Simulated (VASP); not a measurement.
# GaAs (I-4m2) in VASP: further runs, part 2 of 2

VASP 6.6.1. The steps go on from the part before.

**4. Single point, PBEsol**

This run uses another cell than the first one, of the same volume but with other edges.

INCAR

```
PREC = Accurate
ENCUT = 520
EDIFF = 1E-6
ISMEAR = 0
SIGMA = 0.05
LREAL = F
LASPH = T
NELM = 60
ALGO = Normal
ISIF = 2
LWAVE = F
LCHARG = T
GGA = PS
LELF = T
LVHAR = T
NBANDS = 16
```

KPOINTS

```
regular mesh
0
Gamma
  12 12 12
```

POSCAR

```
GaAs
1.0
    0.0000000000      2.5185638250      3.5612492486
    2.5185638250      0.0000000000      3.5612492486
    2.5185638250      2.5185638250      0.0000000000
Ga As
1 1
Direct
    0.0000000000      0.0000000000      0.0000000000
    0.7500000000      0.7500000000      0.7500000000
```

Potentials or basis: VASP PAW PBE potentials, release 64 (Ga_d, As).

Started as:

```bash
$ cat potpaw_PBE.64/Ga_d/POTCAR potpaw_PBE.64/As/POTCAR > POTCAR
$ mpirun -np 1 vasp_std > vasp.out
```

OUTCAR:

```text
PREC = Accurate
   ENCUT = 520
   EDIFF = 1E-6
   ISMEAR = 0
   LREAL = F
   LASPH = T
   NELM = 60
   ISIF = 2
   GGA = PS

 ion  position               nearest neighbor table
   1  0.000  0.000  0.000-   2 2.52   2 2.52   2 2.52   2 2.52
   2  0.750  0.750  0.750-   1 2.52   1 2.52   1 2.52   1 2.52

  LATTYP: Found a body centered tetragonal cell.
 ALAT       =     3.5617871190
 C/A-ratio  =     1.9996979772

  Lattice vectors:

 A1 = (  -2.5185638250,   0.0000000000,   3.5612492486)
 A2 = (   2.5185638250,   0.0000000000,   3.5612492486)
 A3 = (   0.0000000000,   2.5185638250,  -3.5612492486)

Analysis of symmetry for initial positions (statically):
=====================================================================
 Subroutine PRICEL returns:
 Original cell was already a primitive cell.

 Routine SETGRP: Setting up the symmetry group for a
 body centered tetragonal supercell.

 Subroutine GETGRP returns: Found  8 space group operations
 (whereof  8 operations were pure point group operations)
 out of a pool of 16 trial point group operations.

[... 161 lines left out ...]

 E-fermi :   4.3762     XC(G=0):  -9.8912

 val. band max:        4.3188165836   @ k =   0.5000  -0.0000   0.0833
 cond. band min:       4.4014852561   @ k =   0.4167   0.0000   0.4167
 fundamental gap:      0.0826686725
 Fermi energy:         4.3762458734

 k-point     1 :       0.0000    0.0000    0.0000
  band No.  band energies     occupation
      1     -11.0079      2.00000
      2     -10.9251      2.00000
      3     -10.9251      2.00000
      4     -10.9134      2.00000
      5     -10.9038      2.00000
      6      -8.7579      2.00000
[... 433 lines left out ...]
      3     -10.9221      2.00000
      4     -10.9066      2.00000
      5     -10.8707      2.00000
      6      -6.8510      2.00000
[... 8 lines left out ...]
     15      14.5920      0.00000
     16      14.6691      0.00000

 [... further k-points ...]

------------------------ aborting loop because EDIFF is reached ----------------------------------------

  FORCE on cell =-STRESS in cart. coord.  units (eV):
  Direction    XX          YY          ZZ          XY          YZ          ZX
  --------------------------------------------------------------------------------------
  -------------------------------------------------------------------------------------
  Total        1.9354287      1.9354287     -3.7733488      0.0000000      0.0000000      0.0000000
  in kB       68.6356044     68.6356044   -133.8132878      0.0000000      0.0000000      0.0000000
  external PRESSURE =       1.1526403 kB  Pullay stress =       0.0000000 kB

 VOLUME and BASIS-vectors are now :
 -----------------------------------------------------------------------------
  energy-cutoff  :      520.00
  volume of cell :       45.18
      direct lattice vectors                 reciprocal lattice vectors
     0.000000000  2.518563825  3.561249249    -0.198525840  0.198525840  0.140400170
     2.518563825  0.000000000  3.561249249     0.198525840 -0.198525840  0.140400170
     2.518563825  2.518563825  0.000000000     0.198525840  0.198525840 -0.140400170

 POSITION                                       TOTAL-FORCE (eV/Angst)
 -----------------------------------------------------------------------------------
      0.00000      0.00000      0.00000         0.000000      0.000000      0.000000
      3.77785      3.77785      5.34187        -0.000000     -0.000000     -0.000000
 -----------------------------------------------------------------------------------
    total drift:                                0.000000      0.000000      0.000004

  FREE ENERGIE OF THE ION-ELECTRON SYSTEM (eV)
  ---------------------------------------------------
  free  energy   TOTEN  =        -8.2772044643 eV

  energy  without entropy=       -8.2765476247  energy(sigma->0) =       -8.27687604
```

stdout:

```text
POSCAR found type information on POSCAR GaAs
 POSCAR found :  2 types and       2 ions
 scaLAPACK will be used
 -----------------------------------------------------------------------------
|                                                                             |
|                                                                             |
|     You enforced a specific xc type in the INCAR file but a different       |
|     I HOPE YOU KNOW WHAT YOU ARE DOING!                                     |
|                                                                             |
 -----------------------------------------------------------------------------

 LDA part: xc-table for (Slater+PW92), standard interpolation
 POSCAR, INCAR and KPOINTS ok, starting setup
 FFT: planning ... GRIDC
 FFT: planning ... GRID_SOFT
 FFT: planning ... GRID
 WAVECAR not read
 entering main loop
```

Wall time 45 s (1 thread of Intel Xeon Platinum 8559C (Emerald Rapids), shared host); peak memory 0.26 GiB.

What came out:

```yaml
Free_energy: -8.2772 eV
Pressure: 0.1 GPa
Band_gap_on_the_k_mesh: zero (band 9 reaches 4.88 eV, above the bottom of band 10 at 4.17 eV)
```

Levels at points of the mesh, in eV from the Fermi level:
```csv
k point,band 7,band 8,band 9,band 10,band 11,band 12
"(0.00, 0.00, 0.00)",-2.54,-1.51,0.41,0.41,3.59,3.59
"(0.50, 0.00, 0.00)",-7.04,-3.09,-1.11,0.18,4.99,5.49
"(0.50, 0.50, 0.00)",-8.50,-1.31,-1.31,2.69,3.30,7.72
"(0.50, 0.00, 0.50)",-6.40,-3.67,-3.44,0.13,0.27,6.15
```

Caveat: the PAW data sets were made with another functional, which shifts forces and pressure a little.

**5. The runs side by side**

```csv
cell,gap on the mesh (eV),pressure (GPa)
"a = 3.972, b = 3.972, c = 4.053 Å, angles 59.3, 59.3, 61.3°, 2 atoms",0.30,0.3
"a = 3.886, b = 3.886, c = 4.488 Å, angles 54.7, 54.7, 70.5°, 2 atoms",none,-2.2
"a = 4.362, b = 4.362, c = 3.562 Å, angles 65.9, 65.9, 48.2°, 2 atoms",none,0.1
```

Alike in all rows: task single point; level PBEsol; potentials or basis VASP PAW PBE potentials, release 64 (Ga_d, As); no spin polarisation; k mesh 12 × 12 × 12; cutoff (eV) 520; smearing gaussian 0.05 eV.

Caveats: the PAW data sets were made with another functional, which shifts forces and pressure a little.

Absolute energies hang on the potentials; compare differences alone.
